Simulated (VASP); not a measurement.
# HfHF3 (P4/mmm) in VASP: a series of runs

Runs on HfHF3. Level: PBE. Tasks: single point, relaxation of cell and atoms.

All numbers are computed with VASP 6.6.1; they aren't measurements. Logs are shortened: lines on timing, memory, paths and dates and some standing lists are left out, and cuts for length are marked.

## Step 1: The cell of the first run

Symmetry: P4/mmm, No. 123, tetragonal system. Conventional cell: a = 3.422 Å, b = 3.422 Å, c = 3.981 Å, α = 90.00°, β = 90.00°, γ = 90.00°. Within 3.2 Å of Hf (site symmetry 4/mmm) lie 12 F at 2.42 to 2.63 Å and 8 H at 3.13 Å. Within 2.3 Å of H (site symmetry 4/mmm) lie 6 F at 1.71 to 1.99 Å. Within 2.6 Å of F (site symmetry 4/mmm) lie 2 H at 1.99 Å and 4 Hf at 2.42 Å. F (site symmetry mmm) has 2 H at 1.71 Å within 2.3 Å.

## Step 2: Single point, PBE

Input file INCAR:

```
SYSTEM = HfHF3
PREC = Accurate
ENCUT = 520
EDIFF = 1E-6
ISMEAR = 0
SIGMA = 0.1
LREAL = .False.
LASPH = .True.
NELM = 80
ALGO = Normal
ISIF = 2
LWAVE = .False.
LCHARG = .False.
GGA = PE
NBANDS = 24
```

Input file KPOINTS:

```
Automatic mesh
0
Gamma
  6 6 4
  0 0 0
```

Input file POSCAR:

```
HfHF3
1.0
    3.4224129208      0.0000000000      0.0000000000
    0.0000000000      3.4224129208      0.0000000000
    0.0000000000      0.0000000000      3.9814629133
Hf H F
1 1 3
Direct
    0.5000000000      0.5000000000      0.5000000000
    0.0000000000      0.0000000000      0.0000000000
    0.0000000000      0.0000000000      0.5000000000
    0.0000000000      0.5000000000      0.0000000000
    0.5000000000      0.0000000000      0.0000000000
```

Potentials or basis: VASP PAW PBE potentials, release 64 (Hf_pv, H, F).

Launch:

```
> cat potpaw_PBE.64/Hf_pv/POTCAR potpaw_PBE.64/H/POTCAR potpaw_PBE.64/F/POTCAR > POTCAR
> mpirun -np 1 vasp_std > vasp.out
```

OUTCAR:

```text
SYSTEM = HfHF3
   PREC = Accurate
   ENCUT = 520
   EDIFF = 1E-6
   ISMEAR = 0
   LREAL = .False.
   LASPH = .True.
   NELM = 80
   ISIF = 2
   GGA = PE

 ion  position               nearest neighbor table
   1  0.500  0.500  0.500-   3 2.42   3 2.42   3 2.42   3 2.42   5 2.63   4 2.63   5 2.63   5 2.63
                             5 2.63   4 2.63   4 2.63   4 2.63
   2  0.000  0.000  0.000-
   3  0.000  0.000  0.500-   1 2.42   1 2.42   1 2.42   1 2.42
   4  0.000  0.500  0.000-   1 2.63   1 2.63   1 2.63   1 2.63
   5  0.500  0.000  0.000-   1 2.63   1 2.63   1 2.63   1 2.63

  LATTYP: Found a simple tetragonal cell.
 ALAT       =     3.4224129208
 C/A-ratio  =     1.1633496616

  Lattice vectors:

 A1 = (   3.4224129208,   0.0000000000,   0.0000000000)
 A2 = (   0.0000000000,   3.4224129208,   0.0000000000)
 A3 = (   0.0000000000,   0.0000000000,   3.9814629133)

Analysis of symmetry for initial positions (statically):
=====================================================================
 Subroutine PRICEL returns:
 Original cell was already a primitive cell.

 Routine SETGRP: Setting up the symmetry group for a
 simple tetragonal supercell.

 Subroutine GETGRP returns: Found 16 space group operations
 (whereof 16 operations were pure point group operations)
 out of a pool of 16 trial point group operations.

The static configuration has the point symmetry D_4h.

Analysis of symmetry for dynamics (positions and initial velocities):
=====================================================================
 Subroutine PRICEL returns:
 Original cell was already a primitive cell.

 Routine SETGRP: Setting up the symmetry group for a
 simple tetragonal supercell.

 Subroutine GETGRP returns: Found 16 space group operations
 (whereof 16 operations were pure point group operations)
 out of a pool of 16 trial point group operations.

The dynamic configuration has the point symmetry D_4h.

 Subroutine INISYM returns: Found 16 space group operations
 (whereof 16 operations are pure point group operations),
 and found     1 'primitive' translations

----------------------------------------------------------------------------------------

                                     Primitive cell

[... 94 lines left out ...]
   ENCUT  =  520.0 eV  38.22 Ry    6.18 a.u.   6.36  6.36  7.40*2*pi/ulx,y,z
   NELM   =     80;   NELMIN=  2; NELMDL= -5     # of ELM steps
   EDIFF  = 0.1E-05   stopping-criterion for ELM
   LREAL  =      F    real-space projection
   EDIFFG = 0.1E-04   stopping-criterion for IOM
   NSW    =      0    number of steps for IOM
   IBRION =     -1    ionic relax: 0-MD 1-quasi-New 2-CG
   NFREE  =      0    steps in history (QN), initial steepest desc. (CG)
   ISIF   =      2    stress and relaxation
   ISYM   =      2    0-nonsym 1-usesym 2-fastsym
   POTIM  = 0.5000    time-step for ionic-motion
   TEBEG  =    0.0;   TEEND  =   0.0 temperature during run
   PSTRESS=    0.0 pullay stress
   NELECT =      32.0000    total number of electrons
   NUPDOWN=      -1.0000    fix difference up-down
   EMIN   =  10.00;   EMAX   =-10.00  energy-range for DOS
   EFERMI =   0.00;   METHOD = LEGACY
   ISMEAR =     0;   SIGMA  =   0.10  broadening in eV -4-tet -1-fermi 0-gaus
   EFERMI_NEDOS =   21; number of points for ismear=-14 and -15
   IALGO  =     38    algorithm
   IMIX   =      4    mixing-type and parameters
     AMIX     =   0.40;   BMIX     =  1.00
     AMIX_MAG =   1.60;   BMIX_MAG =  1.00
  volume/ion in A,a.u.               =       9.33        62.94
  Fermi-wavevector in a.u.,A,eV,Ry     =   1.443962  2.728692 28.368491  2.085025
  Thomas-Fermi vector in A             =   2.562310
   LORBIT       =      0    0 simple, 1 ext, 2 COOP (PROOUT), +10 PAW based schemes
   GGA     = PE    functional components
   LHFCALC =     F    Hartree Fock is set to
   AEXX    =    0.0000 exact exchange contribution
   IVDW    =     0    specifies the selected vdW correction
   LEPSILON=     F    determine dielectric tensor
   LRPA    =     F    only Hartree local field effects (RPA)
 non-spin polarized calculation
 Gauss-broadening in eV      SIGMA  =   0.10
  energy-cutoff  :      520.00
  volume of cell :       46.63
 maximum number of plane-waves:      1272
 NGX is ok and might be reduce to    28
   NGX = 13   NGY = 13   NGZ = 15

 number of electron      31.9999945 magnetization

 Free energy of the ion-electron system (eV)
  ---------------------------------------------------
  ext. energy  EPLUGINS =         0.00000000
  ---------------------------------------------------
  free energy    TOTEN  =       -25.11906488 eV

  energy without entropy =      -25.10641369  energy(sigma->0) =      -25.11273928

 E-fermi :   6.8121     XC(G=0): -11.4775

 val. band max:        6.7958249271   @ k =   0.5000   0.0000   0.0000
 cond. band min:       6.8638513118   @ k =   0.1667   0.0000   0.0000
 fundamental gap:      0.0680263847
 Fermi energy:         6.8120616827

 k-point     1 :       0.0000    0.0000    0.0000
  band No.  band energies     occupation
      1     -27.1446      2.00000
      2     -26.7437      2.00000
      3     -26.7437      2.00000
      4     -20.7838      2.00000
      5     -19.6059      2.00000
      6     -18.7554      2.00000
[... 637 lines left out ...]
     23      12.8534      0.00000
     24      13.6688      0.00000

 [... further k-points ...]

------------------------ aborting loop because EDIFF is reached ----------------------------------------

  FORCE on cell =-STRESS in cart. coord.  units (eV):
  Direction    XX          YY          ZZ          XY          YZ          ZX
  --------------------------------------------------------------------------------------
  -------------------------------------------------------------------------------------
  Total       -0.5284414     -0.5284414     -0.4399739      0.0000000     -0.0000000      0.0000000
  in kB      -18.1551527    -18.1551527    -15.1157621      0.0000000     -0.0000000      0.0000000
  external PRESSURE =     -17.1420225 kB  Pullay stress =       0.0000000 kB

 VOLUME and BASIS-vectors are now :
 -----------------------------------------------------------------------------
  energy-cutoff  :      520.00
  volume of cell :       46.63
      direct lattice vectors                 reciprocal lattice vectors
     3.422412921  0.000000000  0.000000000     0.292191510  0.000000000  0.000000000
     0.000000000  3.422412921  0.000000000     0.000000000  0.292191510  0.000000000
     0.000000000  0.000000000  3.981462913     0.000000000  0.000000000  0.251163962

 POSITION                                       TOTAL-FORCE (eV/Angst)
 -----------------------------------------------------------------------------------
      1.71121      1.71121      1.99073         0.000000      0.000000      0.000000
      0.00000      0.00000      0.00000         0.000000      0.000000      0.000000
      0.00000      0.00000      1.99073         0.000000      0.000000      0.000000
      0.00000      1.71121      0.00000         0.000000      0.000000      0.000000
      1.71121      0.00000      0.00000         0.000000      0.000000      0.000000
 -----------------------------------------------------------------------------------
    total drift:                                0.000000      0.000000     -0.000000

  FREE ENERGIE OF THE ION-ELECTRON SYSTEM (eV)
  ---------------------------------------------------
  free  energy   TOTEN  =       -25.1190648754 eV

  energy  without entropy=      -25.1064136888  energy(sigma->0) =      -25.11273928
```

stdout:

```text
POSCAR found type information on POSCAR HfH F
 POSCAR found :  3 types and       5 ions
 scaLAPACK will be used
 LDA part: xc-table for (Slater+PW92), standard interpolation
 POSCAR, INCAR and KPOINTS ok, starting setup
 FFT: planning ... GRIDC
 FFT: planning ... GRID_SOFT
 FFT: planning ... GRID
 WAVECAR not read
 entering main loop
```

Run time: 16 s. Hardware: 1 thread of Intel Xeon 6975P-C (Granite Rapids), shared host; peak memory 0.17 GiB.

What came out:

| Item | Value |
| --- | --- |
| Free energy | -25.1191 eV |
| Pressure | -1.7 GPa |
| Band gap on the k mesh | zero (band 16 reaches 7.99 eV, above the bottom of band 17 at 4.34 eV) |

Levels at points of the mesh, in eV from the Fermi level:
```csv
k point,band 12,band 13,band 14,band 15,band 16,band 17,band 18,band 19,band 20,band 21
"(0.00, 0.00, 0.00)",-7.29,-6.54,-6.14,-6.14,-2.51,-2.47,-1.30,-0.55,0.50,0.50
"(0.50, 0.00, 0.00)",-7.94,-7.59,-7.21,-6.80,-0.02,0.72,0.79,0.89,1.62,2.94
"(0.50, 0.50, 0.00)",-8.46,-8.04,-5.90,-5.79,0.86,1.34,1.41,1.41,2.78,2.80
"(0.00, 0.00, 0.50)",-8.39,-7.98,-6.26,-6.26,-1.14,-0.74,-0.70,1.21,1.68,1.68
"(0.50, 0.00, 0.50)",-7.92,-7.64,-7.17,-6.76,0.31,0.35,1.68,1.76,1.81,2.87
"(0.50, 0.50, 0.50)",-6.94,-6.88,-5.85,-5.79,-0.35,-0.35,0.44,0.83,2.61,3.35
```

Caveat: the k points lie up to 0.39 Å⁻¹ apart; spin-orbit coupling is left out, which moves the levels of the heavy elements.

## Step 3: Single point, PBE

This run uses another cell than the first one, of 11.59 Å³/atom, 1.243 times its volume.

Input file INCAR:

```
SYSTEM = HfHF3
ALGO = Normal
EDIFF = 1E-7
ENCUT = 520
GGA = PE
ISIF = 2
ISMEAR = 0
LASPH = .True.
LCHARG = .False.
LREAL = .False.
LWAVE = .False.
NBANDS = 24
NELM = 60
PREC = Accurate
SIGMA = 0.1
```

Input file KPOINTS:

```
k-points
0
Gamma
  6 6 4
  0 0 0
```

POSCAR: that of step 2 with these lines changed.

```diff
@@ -2,5 +2,5 @@
 1.0
-    3.4224129208      0.0000000000      0.0000000000
-    0.0000000000      3.4224129208      0.0000000000
-    0.0000000000      0.0000000000      3.9814629133
+    3.7220663000      0.0000000000      0.0000000000
+    0.0000000000      3.7220663000      0.0000000000
+    0.0000000000      0.0000000000      4.1830747400
 Hf H F
```

Potentials or basis: VASP PAW PBE potentials, release 64 (Hf_pv, H, F).

Launch:

```
> cat potpaw_PBE.64/Hf_pv/POTCAR potpaw_PBE.64/H/POTCAR potpaw_PBE.64/F/POTCAR > POTCAR
> mpirun -np 1 vasp_std > vasp.out
```

It took 19 s on 1 thread of Intel Xeon 6975P-C (Granite Rapids), shared host; peak memory 0.18 GiB.

It converged, with:

| Item | Value |
| --- | --- |
| Free energy | -24.3053 eV |
| Pressure | -18.0 GPa |
| Band gap on the k mesh | zero (band 16 reaches 5.04 eV, above the bottom of band 17 at 2.68 eV) |

Stress tensor (GPa, compression positive):
```
-19.93   0.00   0.00
  0.00 -19.93   0.00
  0.00   0.00 -14.06
```

Levels at points of the mesh, in eV from the Fermi level:
```tsv
k point	band 13	band 14	band 15	band 16	band 17	band 18
(0.00, 0.00, 0.00)	-5.27	-5.09	-5.09	-2.56	-1.62	-1.05
(0.50, 0.00, 0.00)	-6.14	-5.74	-5.47	-0.10	0.37	0.52
(0.50, 0.50, 0.00)	-6.28	-4.97	-4.83	0.50	0.86	1.14
(0.00, 0.00, 0.50)	-6.43	-5.19	-5.19	-0.68	-0.62	-0.53
(0.50, 0.00, 0.50)	-6.09	-5.71	-5.33	0.27	0.28	1.31
(0.50, 0.50, 0.50)	-5.41	-4.93	-4.83	-0.16	-0.16	0.21
```

Caveat: the k points lie up to 0.38 Å⁻¹ apart; spin-orbit coupling is left out, which moves the levels of the heavy elements.

[end of part 1 of 2]
